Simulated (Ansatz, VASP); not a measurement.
## InSe: VASP beside Ansatz

```
In Se
1.0
     1.98034    1.14335    8.06146
    -1.98034    1.14335    8.06146
     0.00000   -2.28670    8.06146
In Se
2 2
Direct
  0.99886 0.99886 0.99886
  0.11253 0.11253 0.11253
  0.61220 0.61220 0.61220
  0.83242 0.83242 0.83242
```

Alike in both runs: functional PBEsol; dispersion D3(BJ); k mesh 12 × 12 × 12; occupations gaussian, width 0.02 eV; no spin polarisation.

Ansatz relaxed the structure, and its values are those at the end. VASP's run is a single point on that final structure, the one shown.

|  | VASP | Ansatz |
| --- | --- | --- |
| version | VASP 6.6.1 | Ansatz 0.2.0 |
| potentials or method | VASP PAW PBE potentials, release 64 (In_d, Se), cutoff 520 eV | scalar-relativistic, plane waves, PAW |
| valence electrons in the cell | 38 | 58 |

```tsv
	VASP	Ansatz	Ansatz less VASP
gap on the k mesh at the Fermi level (eV)	0.33	0.34	+0.013
least direct gap on the mesh (eV)	0.33	0.34	+0.013
pressure (GPa)	0.1	0.0	-0.07
rms of the force components (eV/Å)	0.012	0.000	-0.0116
```

VASP's potentials were made for PBE, not for PBEsol. VASP's potentials hold 38 valence electrons a cell and Ansatz's 58, so a difference there can come from the potentials and not from the codes.
